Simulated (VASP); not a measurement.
# Si16N (a cell with a defect) in VASP: notebook

Runs on Si16N (a cell with a defect). Level: PBE. Tasks: single point.

Program: VASP 6.6.1. These are calculated values, not measurements. Logs are shortened: lines on timing, memory, paths and dates and some standing lists are left out, and cuts for length are marked.

### Step 1. The cell of the first run

The cell holds a defect, 17 atoms: a = 7.679 Å, b = 7.679 Å, c = 7.679 Å, α = 60.00°, β = 60.00°, γ = 60.00°.

### Step 2. Single point, PBE, collinear spin, ferromagnetic start

INCAR reads:

```
ALGO     = Normal         # electronic algorithm
EDIFF    = 1E-6           # SCF threshold, eV
ENCUT    = 520            # plane-wave cutoff, eV
GGA      = PE             # functional
ISIF     = 2              # what is computed and relaxed
ISMEAR   = -1             # smearing method
ISPIN    = 2              # spin polarisation
LASPH    = T              # aspherical terms in the spheres
LCHARG   = F              # write CHGCAR
LORBIT   = 11             # projections on sites
LREAL    = Auto         
LWAVE    = F              # write WAVECAR
MAGMOM   = 0 0 0 0 0 0 0 0 0 0 0 0 0 0 0 0 1 # initial moments
NBANDS   = 52             # bands
NELM     = 150            # most SCF steps
PREC     = Accurate       # precision mode
SIGMA    = 0.05           # smearing width, eV
```

KPOINTS reads:

```
k-points
0
Gamma
  2 2 2
```

POSCAR reads:

```
Si16N
1.0
    0.0000000000      5.4300000000      5.4300000000
    5.4300000000      0.0000000000      5.4300000000
    5.4300000000      5.4300000000      0.0000000000
Si N
16 1
Direct
   -0.0167771639     -0.0331307551      0.0080847145
    0.1597421731      0.0674033149      0.1063351750
   -0.0140239411     -0.0045948435      0.4746316759
    0.1265469613      0.1352025783      0.5710773481
    0.0014825046      0.4410773481      0.0312430939
    0.1197329650      0.6005616943      0.1376887661
   -0.0024125230      0.4629097606      0.5573480663
    0.1521362799      0.5983609576      0.6362983425
    0.5559484346     -0.0543830571     -0.0481583794
    0.6130939227      0.1030570902      0.1158379374
    0.5223204420      0.0873296501      0.4631123389
    0.6516574586      0.1643830571      0.6034069982
    0.5286095764      0.4556077348      0.0499907919
    0.6535174954      0.5808287293      0.1528545120
    0.5021454880      0.5394751381      0.5581860037
    0.6243093923      0.6994106814      0.6719337017
    0.4869797422      0.9283425414      0.7539042357
```

Potentials or basis: VASP PAW PBE potentials, release 64 (Si, N).

Command:

```
$ cat potpaw_PBE.64/Si/POTCAR potpaw_PBE.64/N/POTCAR > POTCAR
$ mpirun -np 1 vasp_std > vasp.out
```

OUTCAR:

```text
EDIFF = 1E-6
   ENCUT = 520
   GGA = PE
   ISIF = 2
   ISMEAR = -1
   ISPIN = 2
   LASPH = T
   LORBIT = 11
   LREAL = Auto
   NELM = 150
   PREC = Accurate

 ion  position               nearest neighbor table
   1  0.983  0.967  0.008-   6 2.30  10 2.32   2 2.38   4 2.75
   2  0.160  0.067  0.106-   3 2.34   5 2.37   1 2.38   9 2.49
   3  0.986  0.995  0.475-  12 2.16   2 2.34   4 2.37   8 2.52
   4  0.127  0.135  0.571-   7 2.16   3 2.37  11 2.59   1 2.75
   5  0.001  0.441  0.031-  14 2.19   2 2.37   6 2.42   8 2.49
   6  0.120  0.601  0.138-   1 2.30   5 2.42  13 2.59   7 2.64
   7  0.998  0.463  0.557-   4 2.16   8 2.33  16 2.48   6 2.64
   8  0.152  0.598  0.636-  15 2.29   7 2.33   5 2.49   3 2.52
   9  0.556  0.946  0.952-  17 1.92  12 2.30  14 2.35  10 2.42   2 2.49
  10  0.613  0.103  0.116-  13 2.28   1 2.32  11 2.35   9 2.42
  11  0.522  0.087  0.463-  17 1.88  12 2.19  10 2.35  16 2.49   4 2.59  13 3.01
  12  0.652  0.164  0.603-   3 2.16  11 2.19  17 2.23   9 2.30  15 2.41
  13  0.529  0.456  0.050-  14 2.22  10 2.28  16 2.51   6 2.59  11 3.01
  14  0.654  0.581  0.153-   5 2.19  13 2.22   9 2.35  15 2.63
  15  0.502  0.539  0.558-   8 2.29  12 2.41  16 2.49  14 2.63
  16  0.624  0.699  0.672-  17 1.79   7 2.48  15 2.49  11 2.49  13 2.51
  17  0.487  0.928  0.754-  16 1.79  11 1.88   9 1.92  12 2.23

  LATTYP: Found a face centered cubic cell.
 ALAT       =    10.8600000000

  Lattice vectors:

 A1 = (   0.0000000000,   5.4300000000,   5.4300000000)
 A2 = (   5.4300000000,   0.0000000000,   5.4300000000)
 A3 = (   5.4300000000,   5.4300000000,   0.0000000000)

Analysis of symmetry for initial positions (statically):
=====================================================================
 Subroutine PRICEL returns:
 Original cell was already a primitive cell.

 Routine SETGRP: Setting up the symmetry group for a
 face centered cubic supercell.

 Subroutine GETGRP returns: Found  1 space group operations
 (whereof  1 operations were pure point group operations)
 out of a pool of 48 trial point group operations.

The static configuration has the point symmetry C_1 .

Analysis of symmetry for dynamics (positions and initial velocities):
=====================================================================
 Subroutine PRICEL returns:
 Original cell was already a primitive cell.

 Routine SETGRP: Setting up the symmetry group for a
 face centered cubic supercell.

 Subroutine GETGRP returns: Found  1 space group operations
 (whereof  1 operations were pure point group operations)
 out of a pool of 48 trial point group operations.

The dynamic configuration has the point symmetry C_1 .

Analysis of structural, dynamic, and magnetic symmetry:
=====================================================================
 Subroutine PRICEL returns:
 Original cell was already a primitive cell.

 Routine SETGRP: Setting up the symmetry group for a
 face centered cubic supercell.

 Subroutine GETGRP returns: Found  1 space group operations
 (whereof  1 operations were pure point group operations)
 out of a pool of 48 trial point group operations.

The overall configuration has the point symmetry C_1 .

 Subroutine INISYM returns: Found  1 space group operations
 (whereof  1 operations are pure point group operations),
 and found     1 'primitive' translations

----------------------------------------------------------------------------------------

                                     Primitive cell

  volume of cell :     320.2060

  direct lattice vectors                    reciprocal lattice vectors
     0.000000000  5.430000000  5.430000000    -0.092081031  0.092081031  0.092081031
     5.430000000  0.000000000  5.430000000     0.092081031 -0.092081031  0.092081031
     5.430000000  5.430000000  0.000000000     0.092081031  0.092081031 -0.092081031

  length of vectors
     7.679179644  7.679179644  7.679179644     0.159489025  0.159489025  0.159489025

  position of ions in fractional coordinates (direct lattice)
     0.983222836  0.966869245  0.008084715
     0.159742173  0.067403315  0.106335175
     0.985976059  0.995405156  0.474631676
     0.126546961  0.135202578  0.571077348
[... 74 lines left out ...]
   dimension x,y,z NGXF=   120 NGYF=  120 NGZF=  120
   ions per type =              16   1
   NGX,Y,Z   is equivalent  to a cutoff of  12.99, 12.99, 12.99 a.u.
   NGXF,Y,Z  is equivalent  to a cutoff of  25.98, 25.98, 25.98 a.u.
 SYSTEM =  unknown system
   PREC   = accura    normal or accurate (medium, high low for compatibility)
   ISTART =      0    job   : 0-new  1-cont  2-samecut
   ICHARG =      2    charge: 1-file 2-atom 10-const
   ISPIN  =      2    spin polarized calculation?
   LNONCOLLINEAR =      F non collinear calculations
   LSORBIT =      F    spin-orbit coupling
   LASPH  =      T    aspherical Exc in radial PAW
   ENCUT  =  520.0 eV  38.22 Ry    6.18 a.u.  14.28 14.28 14.28*2*pi/ulx,y,z
   NELM   =    150;   NELMIN=  2; NELMDL= -5     # of ELM steps
   EDIFF  = 0.1E-05   stopping-criterion for ELM
   LREAL  =      T    real-space projection
   EDIFFG = 0.1E-04   stopping-criterion for IOM
   NSW    =      0    number of steps for IOM
   IBRION =     -1    ionic relax: 0-MD 1-quasi-New 2-CG
   NFREE  =      0    steps in history (QN), initial steepest desc. (CG)
   ISIF   =      2    stress and relaxation
   ISYM   =      2    0-nonsym 1-usesym 2-fastsym
   POTIM  = 0.5000    time-step for ionic-motion
   TEBEG  =    0.0;   TEEND  =   0.0 temperature during run
   PSTRESS=    0.0 pullay stress
   NELECT =      69.0000    total number of electrons
   NUPDOWN=      -1.0000    fix difference up-down
   EMIN   =  10.00;   EMAX   =-10.00  energy-range for DOS
   EFERMI =   0.00;   METHOD = LEGACY
   ISMEAR =    -1;   SIGMA  =   0.05  broadening in eV -4-tet -1-fermi 0-gaus
   EFERMI_NEDOS =   21; number of points for ismear=-14 and -15
   IALGO  =     38    algorithm
   IMIX   =      4    mixing-type and parameters
     AMIX     =   0.40;   BMIX     =  1.00
     AMIX_MAG =   1.60;   BMIX_MAG =  1.00
  volume/ion in A,a.u.               =      18.84       127.11
  Fermi-wavevector in a.u.,A,eV,Ry     =   0.981480  1.854728 13.106528  0.963303
  Thomas-Fermi vector in A             =   2.112490
   LORBIT       =     11    0 simple, 1 ext, 2 COOP (PROOUT), +10 PAW based schemes
   GGA     = PE    functional components
   LHFCALC =     F    Hartree Fock is set to
   AEXX    =    0.0000 exact exchange contribution
   IVDW    =     0    specifies the selected vdW correction
   LEPSILON=     F    determine dielectric tensor
   LRPA    =     F    only Hartree local field effects (RPA)
 spin polarized calculation
  energy-cutoff  :      520.00
  volume of cell :      320.21
 maximum number of plane-waves:      8646
 NGX is ok and might be reduce to    60
   NGX = 29   NGY = 29   NGZ = 29

 number of electron      69.0000000 magnetization       0.0002027

 number of electron      69.0000000 magnetization      -0.0000497

 Free energy of the ion-electron system (eV)
  ---------------------------------------------------
  ext. energy  EPLUGINS =         0.00000000
  ---------------------------------------------------
  free energy    TOTEN  =       -87.88094172 eV

  energy without entropy =      -87.83724534  energy(sigma->0) =      -87.85909353

 E-fermi :   6.0896     XC(G=0):  -9.6188

 val. band max:        6.0787221203   @ k =   0.0000   0.0000   0.0000
 cond. band min:       6.1191100146   @ k =   0.0000   0.5000   0.5000
 fundamental gap:      0.0403878943
 Fermi energy:         6.0895747208

 spin component 1

 k-point     1 :       0.0000    0.0000    0.0000
  band No.  band energies     occupation
      1     -10.7377      1.00000
      2      -5.5992      1.00000
      3      -4.1568      1.00000
      4      -4.0851      1.00000
      5      -3.6029      1.00000
      6      -3.3635      1.00000
[... 381 lines left out ...]
     45       9.6776      0.00000
     46       9.7507      0.00000
 Fermi energy:         6.0895747208

 spin component 2

 k-point     1 :       0.0000    0.0000    0.0000
  band No.  band energies     occupation
      1     -10.7377      1.00000
      2      -5.5992      1.00000
      3      -4.1568      1.00000
      4      -4.0851      1.00000
      5      -3.6029      1.00000
      6      -3.3635      1.00000
[... 381 lines left out ...]
     45       9.6776      0.00000
     46       9.7507      0.00000
 [bands above 46 left out]

------------------------ aborting loop because EDIFF is reached ----------------------------------------

  FORCE on cell =-STRESS in cart. coord.  units (eV):
  Direction    XX          YY          ZZ          XY          YZ          ZX
  --------------------------------------------------------------------------------------
  -------------------------------------------------------------------------------------
  Total        5.6683523      5.4910970      3.8403673     -3.0125660      3.8542291      4.0678473
  in kB       28.3620706     27.4751587     19.2155961    -15.0736237     19.2849547     20.3538111
  external PRESSURE =      25.0176085 kB  Pullay stress =       0.0000000 kB

 VOLUME and BASIS-vectors are now :
 -----------------------------------------------------------------------------
  energy-cutoff  :      520.00
  volume of cell :      320.21
      direct lattice vectors                 reciprocal lattice vectors
     0.000000000  5.430000000  5.430000000    -0.092081031  0.092081031  0.092081031
     5.430000000  0.000000000  5.430000000     0.092081031 -0.092081031  0.092081031
     5.430000000  5.430000000  0.000000000     0.092081031  0.092081031 -0.092081031

 POSITION                                       TOTAL-FORCE (eV/Angst)
 -----------------------------------------------------------------------------------
      5.29400      5.38280     10.58900        -0.681768     -0.217107      1.329599
      0.94340      1.44480      1.23340         0.201671     -0.266992      0.132025
      7.98230      7.93110     10.75890        -1.967064      2.247085      0.778160
      3.83510      3.78810      1.42130        -0.637172      1.813963     -1.172010
      2.56470      0.17770      2.40310        -1.183973      1.066158      2.108251
      4.00870      1.39780      3.91120        -0.608474      1.342211     -0.312524
[... 9 lines left out ...]
      7.44640      7.03860      7.18780        -1.118783      0.786071     -1.497320
      9.13460      6.73800      7.68520        -1.628385      0.250451      0.202236
 -----------------------------------------------------------------------------------
    total drift:                                0.005093     -0.004487      0.000001

  FREE ENERGIE OF THE ION-ELECTRON SYSTEM (eV)
  ---------------------------------------------------
  free  energy   TOTEN  =       -87.8809417188 eV

  energy  without entropy=      -87.8372453411  energy(sigma->0) =      -87.85909353

 total charge

# of ion       s       p       d       tot
------------------------------------------
    1        0.763   0.891   0.000   1.654
    2        0.765   0.900   0.000   1.665
    3        0.759   0.946   0.000   1.705
    4        0.786   0.870   0.000   1.655
    5        0.752   0.940   0.000   1.691
    6        0.759   0.855   0.000   1.614
[... 9 lines left out ...]
   16        0.743   0.861   0.000   1.604
   17        1.299   2.446   0.000   3.745
--------------------------------------------------
tot         13.535  16.828   0.000  30.363

 magnetization (x)

# of ion       s       p       d       tot
------------------------------------------
    1        0.000   0.000   0.000   0.000
    2        0.000  -0.000   0.000  -0.000
    3        0.000   0.000   0.000   0.000
    4        0.000  -0.000   0.000  -0.000
    5       -0.000  -0.000   0.000  -0.000
    6       -0.000   0.000   0.000   0.000
[... 9 lines left out ...]
   16        0.000  -0.000   0.000  -0.000
   17       -0.000  -0.000   0.000  -0.000
--------------------------------------------------
tot          0.000  -0.000   0.000  -0.000
```

Run time: 8.7 min. Hardware: 1 thread of AMD EPYC 9R14 (Zen 4), shared host; peak memory 0.68 GiB.

Results:

```yaml
Free_energy: -87.8809 eV
Pressure: 2.5 GPa
Largest_force: 3.086 eV/Å
Net_moment: 0.00 μB per cell
Valence_electrons_inside_the_program's_atomic_spheres: Si 1.65, 1.67, 1.71, 1.66, 1.69, 1.61, 1.62, 1.64, 1.73, 1.68, 1.72, 1.63, 1.60; N 3.75
```

Forces on the atoms (eV/Å):
```
Si  -0.682 -0.217  1.330
Si   0.202 -0.267  0.132
Si  -1.967  2.247  0.778
Si  -0.637  1.814 -1.172
Si  -1.184  1.066  2.108
Si  -0.608  1.342 -0.313
Si   1.356 -1.983  1.881
Si   1.300 -0.594 -0.564
Si   1.169 -0.458 -1.313
Si  -0.409  0.601 -0.109
Si   0.086 -2.130 -1.849
Si   2.641 -0.407  0.925
Si   0.054 -2.399 -1.081
Si   2.563  0.440 -0.462
Si  -1.137 -0.092  1.003
Si  -1.119  0.786 -1.497
N   -1.628  0.250  0.202
```

Caveat: the k points lie up to 0.50 Å⁻¹ apart.

[end of part 1 of 2]
